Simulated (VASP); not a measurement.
# BaCuBr4 (Cmc2_1) in VASP: single point with PBEsol

Aim: the single point of BaCuBr4 with PBEsol.

Program: VASP 6.6.1. These are calculated values, not measurements. Logs are shortened: lines on timing, memory, paths and dates and some standing lists are left out, and cuts for length are marked.

## (1) The cell of the first run

Symmetry: Cmc2_1, No. 36, orthorhombic system. The conventional cell has a = 5.328 Å, b = 18.691 Å, c = 7.332 Å, α = 90.00°, β = 90.00°, γ = 90.00°. Br (site symmetry m) has 2 Cu at 2.67 Å and 1 Ba at 3.57 Å and 8 Br at 3.60 to 3.77 Å within 3.8 Å. Within 3.9 Å of Br (site symmetry m) lie 1 Cu at 2.55 Å and 3 Ba at 3.31 to 3.79 Å and 8 Br at 3.53 to 3.89 Å. Within 3.9 Å of Br (site symmetry m) lie 1 Cu at 2.55 Å and 7 Br at 3.29 to 3.89 Å and 3 Ba at 3.31 to 3.40 Å. Br (site symmetry m) has 2 Cu at 2.51 to 2.66 Å and 1 Br at 3.29 Å within 3.3 Å. Cu (site symmetry m) has 6 Br at 2.51 to 2.67 Å within 3.3 Å. Ba (site symmetry m) has 11 Br at 3.31 to 4.33 Å and 2 Cu at 4.46 Å within 4.5 Å.

## (2) Single point, PBEsol

Contents of INCAR:

```
PREC = Accurate
ENCUT = 600
EDIFF = 1E-6
ISMEAR = -1
SIGMA = 0.1
LREAL = F
LASPH = T
NELM = 120
ALGO = Normal
ISIF = 2
LWAVE = F
LCHARG = T
GGA = PS
LVHAR = T
NBANDS = 61
GGA_COMPAT = F
KPAR = 4
```

Contents of KPOINTS:

```
Automatic mesh
0
Gamma
  5 7 7
```

Contents of POSCAR:

```
BaCuBr4
1.0
   -7.3315660000      0.0000000000      0.0000000000
    0.0000000000      0.0000000000      5.3283920000
    0.0000000000      9.3454220000      2.6641960000
Br Cu Ba
8 2 2
Direct
    0.9926000000      0.0799000000      0.8402000000
    0.4926000000      0.9201000000      0.1598000000
    0.2764000000      0.6690000000      0.6620000000
    0.7764000000      0.3310000000      0.3380000000
    0.8010000000      0.6989000000      0.6022000000
    0.3010000000      0.3011000000      0.3978000000
    0.1645000000      0.4689000000      0.0622000000
    0.6645000000      0.5311000000      0.9378000000
    0.9988400000      0.5864700000      0.8270600000
    0.4988400000      0.4135300000      0.1729400000
    0.5400000000      0.1507600000      0.6984800000
    0.0400000000      0.8492400000      0.3015200000
```

Potentials or basis: VASP PAW PBE potentials, release 64 (Br, Cu, Ba_sv).

Started as:

```
> cat potpaw_PBE.64/Br/POTCAR potpaw_PBE.64/Cu/POTCAR potpaw_PBE.64/Ba_sv/POTCAR > POTCAR
> mpirun -np 4 vasp_std > vasp.out
```

OUTCAR:

```text
PREC = Accurate
   ENCUT = 600
   EDIFF = 1E-6
   ISMEAR = -1
   LREAL = F
   LASPH = T
   NELM = 120
   ISIF = 2
   GGA = PS

 ion  position               nearest neighbor table
   1  0.993  0.080  0.840-   9 2.67   9 2.67  11 3.57
   2  0.493  0.920  0.160-  10 2.67  10 2.67  12 3.57
   3  0.276  0.669  0.662-   9 2.55  11 3.31  11 3.31
   4  0.776  0.331  0.338-  10 2.55  12 3.31  12 3.31
   5  0.801  0.699  0.602-   9 2.55  12 3.31  11 3.40  11 3.40
   6  0.301  0.301  0.398-  10 2.55  11 3.31  12 3.40  12 3.40
   7  0.164  0.469  0.062-   9 2.51  10 2.66  12 3.60  12 3.60
   8  0.664  0.531  0.938-  10 2.51   9 2.66  11 3.60  11 3.60
   9  0.999  0.586  0.827-   7 2.51   5 2.55   3 2.55   8 2.66   1 2.67   1 2.67
  10  0.499  0.414  0.173-   8 2.51   6 2.55   4 2.55   7 2.66   2 2.67   2 2.67
  11  0.540  0.151  0.698-   3 3.31   3 3.31   6 3.31   5 3.40   5 3.40   1 3.57   8 3.60   8 3.60

  12  0.040  0.849  0.302-   4 3.31   4 3.31   5 3.31   6 3.40   6 3.40   2 3.57   7 3.60   7 3.60

  LATTYP: Found a base centered orthorhombic cell.
 ALAT       =     5.3283920000
 B/A-ratio  =     3.5077832111
 C/A-ratio  =     1.3759434366

  Lattice vectors:

 A1 = (   0.0000000000,  -9.3454220000,   2.6641960000)
 A2 = (   0.0000000000,   9.3454220000,   2.6641960000)
 A3 = (  -7.3315660000,   0.0000000000,   0.0000000000)

Analysis of symmetry for initial positions (statically):
=====================================================================
 Subroutine PRICEL returns:
 Original cell was already a primitive cell.

 Routine SETGRP: Setting up the symmetry group for a
 base centered orthorhombic supercell.

 Subroutine GETGRP returns: Found  4 space group operations
 (whereof  2 operations were pure point group operations)
 out of a pool of  8 trial point group operations.

The static configuration has the point symmetry C_1h.
 The point group associated with its full space group is C_2v.

Analysis of symmetry for dynamics (positions and initial velocities):
=====================================================================
 Subroutine PRICEL returns:
 Original cell was already a primitive cell.

 Routine SETGRP: Setting up the symmetry group for a
 base centered orthorhombic supercell.

 Subroutine GETGRP returns: Found  4 space group operations
 (whereof  2 operations were pure point group operations)
 out of a pool of  8 trial point group operations.

The dynamic configuration has the point symmetry C_1h.
 The point group associated with its full space group is C_2v.

 Subroutine INISYM returns: Found  4 space group operations
 (whereof  2 operations are pure point group operations),
 and found     1 'primitive' translations

----------------------------------------------------------------------------------------

                                     Primitive cell

  volume of cell :     365.0832

  direct lattice vectors                    reciprocal lattice vectors
    -7.331566000  0.000000000  0.000000000    -0.136396508  0.000000000  0.000000000
     0.000000000  0.000000000  5.328392000     0.000000000 -0.053502132  0.187673880
     0.000000000  9.345422000  2.664196000     0.000000000  0.107004264  0.000000000

  length of vectors
     7.331566000  5.328392000  9.717759654     0.136396508  0.195151129  0.107004264

  position of ions in fractional coordinates (direct lattice)
     0.992600000  0.079900000  0.840200000
     0.492600000  0.920100000  0.159800000
     0.276400000  0.669000000  0.662000000
     0.776400000  0.331000000  0.338000000
     0.801000000  0.698900000  0.602200000
     0.301000000  0.301100000  0.397800000
     0.164500000  0.468900000  0.062200000
     0.664500000  0.531100000  0.937800000
     0.998840000  0.586470000  0.827060000
     0.498840000  0.413530000  0.172940000
     0.540000000  0.150760000  0.698480000
     0.040000000  0.849240000  0.301520000

  ion indices of the primitive-cell ions
   primitive index   ion index
                 1           1
                 2           2
                 3           3
                 4           4
                 5           5
                 6           6
                 7           7
                 8           8
                 9           9
                10          10
                11          11
                12          12

----------------------------------------------------------------------------------------

 KPOINTS: Automatic mesh

Automatic generation of k-mesh.
 Grid dimensions read from file:
 generate k-points for:    5    7    7

 Generating k-lattice:

  Cartesian coordinates                     Fractional coordinates (reciprocal lattice)
    -0.027279302  0.000000000  0.000000000     0.200000000  0.000000000  0.000000000
     0.000000000 -0.007643162  0.026810554     0.000000000  0.142857143  0.000000000
     0.000000000  0.015286323  0.000000000     0.000000000  0.000000000  0.142857143

  Length of vectors
     0.027279302  0.027878733  0.015286323

  Shift w.r.t. Gamma in fractional coordinates (k-lattice)
     0.000000000  0.000000000  0.000000000

 Subroutine IBZKPT returns following result:
 ===========================================

 Found     48 irreducible k-points:

 Following reciprocal coordinates:
            Coordinates               Weight
  0.000000  0.000000  0.000000      1.000000
  0.200000  0.000000  0.000000      2.000000
  0.400000  0.000000  0.000000      2.000000
  0.000000  0.142857 -0.000000      4.000000
  0.200000  0.142857 -0.000000      8.000000
  0.400000  0.142857 -0.000000      8.000000
[... 16 lines left out ...]
  0.200000 -0.428571  0.142857      8.000000
  0.400000 -0.428571  0.142857      8.000000
 [... further k-points ...]
   k-points           NKPTS =     48   k-points in BZ     NKDIM =     48   number of bands    NBANDS=     61
   number of dos      NEDOS =    301   number of ions     NIONS =     12
   total plane-waves  NPLWV = 230400
   dimension x,y,z NGX =    60 NGY =   48 NGZ =   80
   dimension x,y,z NGXF=   120 NGYF=   96 NGZF=  160
   ions per type =               8   2   2
   NGX,Y,Z   is equivalent  to a cutoff of  13.61, 14.98, 13.69 a.u.
   NGXF,Y,Z  is equivalent  to a cutoff of  27.21, 29.95, 27.37 a.u.
 SYSTEM =  unknown system
   PREC   = accura    normal or accurate (medium, high low for compatibility)
   ISTART =      0    job   : 0-new  1-cont  2-samecut
   ICHARG =      2    charge: 1-file 2-atom 10-const
   ISPIN  =      1    spin polarized calculation?
   LNONCOLLINEAR =      F non collinear calculations
   LSORBIT =      F    spin-orbit coupling
   LASPH  =      T    aspherical Exc in radial PAW
   ENCUT  =  600.0 eV  44.10 Ry    6.64 a.u.  14.64 10.64 19.41*2*pi/ulx,y,z
   NELM   =    120;   NELMIN=  2; NELMDL= -5     # of ELM steps
   EDIFF  = 0.1E-05   stopping-criterion for ELM
   LREAL  =      F    real-space projection
   EDIFFG = 0.1E-04   stopping-criterion for IOM
   NSW    =      0    number of steps for IOM
   IBRION =     -1    ionic relax: 0-MD 1-quasi-New 2-CG
   NFREE  =      0    steps in history (QN), initial steepest desc. (CG)
   ISIF   =      2    stress and relaxation
   ISYM   =      2    0-nonsym 1-usesym 2-fastsym
   POTIM  = 0.5000    time-step for ionic-motion
   TEBEG  =    0.0;   TEEND  =   0.0 temperature during run
   PSTRESS=    0.0 pullay stress
   NELECT =      98.0000    total number of electrons
   NUPDOWN=      -1.0000    fix difference up-down
   EMIN   =  10.00;   EMAX   =-10.00  energy-range for DOS
   EFERMI =   0.00;   METHOD = LEGACY
   ISMEAR =    -1;   SIGMA  =   0.10  broadening in eV -4-tet -1-fermi 0-gaus
   EFERMI_NEDOS =   21; number of points for ismear=-14 and -15
   IALGO  =     38    algorithm
   IMIX   =      4    mixing-type and parameters
     AMIX     =   0.40;   BMIX     =  1.00
     AMIX_MAG =   1.60;   BMIX_MAG =  1.00
  volume/ion in A,a.u.               =      30.42       205.31
  Fermi-wavevector in a.u.,A,eV,Ry     =   1.056054  1.995653 15.173906  1.115251
  Thomas-Fermi vector in A             =   2.191276
   LORBIT       =      0    0 simple, 1 ext, 2 COOP (PROOUT), +10 PAW based schemes
   GGA     = PS    functional components
   LHFCALC =     F    Hartree Fock is set to
   AEXX    =    0.0000 exact exchange contribution
   IVDW    =     0    specifies the selected vdW correction
   LEPSILON=     F    determine dielectric tensor
   LRPA    =     F    only Hartree local field effects (RPA)
 non-spin polarized calculation
  energy-cutoff  :      600.00
  volume of cell :      365.08
 maximum number of plane-waves:     12229
 NGX is ok and might be reduce to    60
   NGX = 29   NGY = 21   NGZ = 39

 number of electron      98.0000001 magnetization

 Free energy of the ion-electron system (eV)
  ---------------------------------------------------
  ext. energy  EPLUGINS =         0.00000000
  ---------------------------------------------------
  free energy    TOTEN  =       -41.94951745 eV

  energy without entropy =      -41.76335081  energy(sigma->0) =      -41.85643413

 E-fermi :   1.1098     XC(G=0):  -8.6979

 val. band max:        1.0936834147   @ k =   0.2000   0.0000   0.4286
 cond. band min:       1.1133696534   @ k =   0.2000  -0.1429   0.2857
 fundamental gap:      0.0196862388
 Fermi energy:         1.1097872765

 k-point     1 :       0.0000    0.0000    0.0000
  band No.  band energies     occupation
      1     -25.9388      2.00000
      2     -25.9370      2.00000
      3     -13.4857      2.00000
      4     -13.2353      2.00000
      5     -13.0647      2.00000
      6     -12.8814      2.00000
[... 53 lines left out ...]
     60       6.4680      0.00000
     61       6.8193      0.00000

 k-point     2 :       0.2000    0.0000    0.0000
  band No.  band energies     occupation
      1     -25.9386      2.00000
      2     -25.9372      2.00000
      3     -13.4671      2.00000
      4     -13.2681      2.00000
      5     -13.0483      2.00000
      6     -12.9048      2.00000
[... 1406 lines left out ...]
      5     -12.9756      2.00000
      6     -12.9413      2.00000
[... 53 lines left out ...]
     60       6.7430      0.00000
     61       6.7772      0.00000

 [... further k-points ...]

------------------------ aborting loop because EDIFF is reached ----------------------------------------

  FORCE on cell =-STRESS in cart. coord.  units (eV):
  Direction    XX          YY          ZZ          XY          YZ          ZX
  --------------------------------------------------------------------------------------
  -------------------------------------------------------------------------------------
  Total       -5.5355771     -4.3274285     -4.8097122      0.0000000      0.0000000      0.0000000
  in kB      -24.2930283    -18.9910355    -21.1075508      0.0000000      0.0000000      0.0000000
  external PRESSURE =     -21.4638715 kB  Pullay stress =       0.0000000 kB

 VOLUME and BASIS-vectors are now :
 -----------------------------------------------------------------------------
  energy-cutoff  :      600.00
  volume of cell :      365.08
      direct lattice vectors                 reciprocal lattice vectors
    -7.331566000  0.000000000  0.000000000    -0.136396508  0.000000000  0.000000000
     0.000000000  0.000000000  5.328392000     0.000000000 -0.053502132  0.187673880
     0.000000000  9.345422000  2.664196000     0.000000000  0.107004264  0.000000000

 POSITION                                       TOTAL-FORCE (eV/Angst)
 -----------------------------------------------------------------------------------
     -7.27731      7.85202      2.66420         0.085163     -0.044826      0.000000
     -3.61153      1.49340      5.32839         0.085163      0.044826      0.000000
     -2.02644      6.18667      5.32839         0.065146      0.122364      0.000000
     -5.69223      3.15875      2.66420         0.065146     -0.122364      0.000000
     -5.87258      5.62781      5.32839        -0.016167      0.164258      0.000000
     -2.20680      3.71761      2.66420        -0.016167     -0.164258     -0.000000
     -1.20604      0.58129      2.66420         0.014789     -0.283307      0.000000
     -4.87183      8.76414      5.32839         0.014789      0.283307     -0.000000
     -7.32306      7.72922      5.32839         0.150136     -0.036326      0.000000
     -3.65728      1.61620      2.66420         0.150136      0.036326      0.000000
     -3.95905      6.52759      2.66420        -0.299066      0.227723      0.000000
     -0.29326      2.81783      5.32839        -0.299066     -0.227723     -0.000000
 -----------------------------------------------------------------------------------
    total drift:                               -0.001016     -0.000007     -0.000002

  FREE ENERGIE OF THE ION-ELECTRON SYSTEM (eV)
  ---------------------------------------------------
  free  energy   TOTEN  =       -41.9495174494 eV

  energy  without entropy=      -41.7633508064  energy(sigma->0) =      -41.85643413
```

Run time: 6.7 min. Hardware: 4 MPI ranks of AMD EPYC 7R13 (Zen 3), shared host; peak memory 1.3 GiB.

What came out:

- Free energy: -41.9495 eV
- Pressure: -2.1 GPa
- Largest force: 0.376 eV/Å
- Band gap on the k mesh: zero (bands 49 and 50 overlap by 0.49 eV)

Forces on the atoms (eV/Å):
```
Br   0.085 -0.045  0.000
Br   0.085  0.045  0.000
Br   0.065  0.122  0.000
Br   0.065 -0.122  0.000
Br  -0.016  0.164  0.000
Br  -0.016 -0.164  0.000
Br   0.015 -0.283  0.000
Br   0.015  0.283  0.000
Cu   0.150 -0.036  0.000
Cu   0.150  0.036  0.000
Ba  -0.299  0.228  0.000
Ba  -0.299 -0.228  0.000
```

Levels at points of the mesh, in eV from the Fermi level:
```csv
k point,band 46,band 47,band 48,band 49,band 50,band 51,band 52,band 53
"(0.00, 0.00, 0.00)",-0.91,-0.85,-0.76,-0.41,0.20,2.89,3.71,3.90
```

Caveat: the PAW data sets were made with another functional, which shifts forces and pressure a little; spin-orbit coupling is left out, which moves the levels of the heavy elements.
